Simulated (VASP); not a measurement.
A run of VASP 6.6.1:

POSCAR

```
MgO2
1.0
    1.4763801347      0.8523884682      3.7734971849
   -1.4763801347      0.8523884682      3.7734971849
    0.0000000000     -1.7047769364      3.7734971849
Mg O
1 2
Direct
    0.0000000000      0.0000000000      0.0000000000
    0.4287860000      0.4287860000      0.4287860000
    0.5712140000      0.5712140000      0.5712140000
```

INCAR.step1

```
SYSTEM = MgO2
  PREC = Accurate
  ENCUT = 520
  ISMEAR = 0
  SIGMA = 0.05
  LREAL = .False.
  LASPH = .True.
  NELM = 100
  NBANDS = 14
  GGA = PE
  ALGO = Normal
  EDIFF = 1E-4
  LWAVE = .True.
  LCHARG = .False.
```

The input INCAR.step2:

```
SYSTEM = MgO2
  PREC = Accurate
  ENCUT = 520
  EDIFF = 1E-7
  ISMEAR = 0
  SIGMA = 0.05
  LREAL = .False.
  LASPH = .True.
  NELM = 100
  ALGO = Normal
  ISIF = 2
  LWAVE = .False.
  LCHARG = .False.
  METAGGA = R2SCAN
  LMIXTAU = .True.
  NBANDS = 14
  ISTART = 1
```

The input KPOINTS:

```
regular mesh
0
Gamma
  12 12 12
  0 0 0
```

Potentials or basis: VASP PAW PBE potentials, release 64 (Mg, O).

The run is started by

```bash
$ cat potpaw_PBE.64/Mg/POTCAR potpaw_PBE.64/O/POTCAR > POTCAR
$ cp INCAR.step1 INCAR
$ mpirun -np 1 vasp_std > vasp.out
$ cp INCAR.step2 INCAR
$ mpirun -np 1 vasp_std > vasp.out
```

Hardware: 1 thread of Intel Xeon 8259CL, with other jobs on the host.

How long does it take, and how much memory?

Run time: 6.2 min on 1 thread of Intel Xeon 8259CL (shared host), peak memory 0.24 GiB. Counts: k points 189.
